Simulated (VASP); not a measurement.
Write the native input for VASP 6.6.1 that does the following.

```
Task                   : single point
Functional             : PBEsol
Potentials or basis    : VASP PAW PBE potentials, release 64 (Zn, O)
Cutoff                 : 520 eV
k mesh                 : 8 × 8 × 4
Occupations            : gaussian, width 0.01 eV
Spin                   : no spin polarisation
Dipole correction      : no
Further INCAR settings : ALGO = Normal; EDIFF = 1e-06; NBANDS = 26
```

The structure of ZnO lies in POSCAR:

```
ZnO
1.0
    3.2300695972      0.0000000000      0.0000000000
   -1.6150347986      2.7973223271      0.0000000000
    0.0000000000      0.0000000000      5.2141134371
Zn O
2 2
Direct
    0.3333333333      0.6666666667      0.5000305594
    0.6666666667      0.3333333333      0.0000305594
    0.6666666667      0.3333333333      0.3789794406
    0.3333333333      0.6666666667      0.8789794406
```

The input as run:

INCAR

```
PREC = Accurate
ENCUT = 520
EDIFF = 1E-6
ISMEAR = 0
SIGMA = 0.01
LREAL = False
LASPH = True
NELM = 60
ALGO = Normal
ISIF = 2
LWAVE = False
LCHARG = False
GGA = PS
NBANDS = 26
```

KPOINTS

```
regular mesh
0
Gamma
  8 8 4
```

Potentials or basis: VASP PAW PBE potentials, release 64 (Zn, O).

Launch:

```bash
$ cat potpaw_PBE.64/Zn/POTCAR potpaw_PBE.64/O/POTCAR > POTCAR
$ mpirun -np 1 vasp_std > vasp.out
```

It gave:

The pressure is 0.7 GPa. The band gap on the k mesh is 0.69 eV.

Caveat: the PAW data sets were made with another functional, which shifts forces and pressure a little.

Run time: 12 s on 1 thread of Intel(R) Xeon(R) 6975P-C (Granite Rapids) (shared host), peak memory 0.16 GiB.
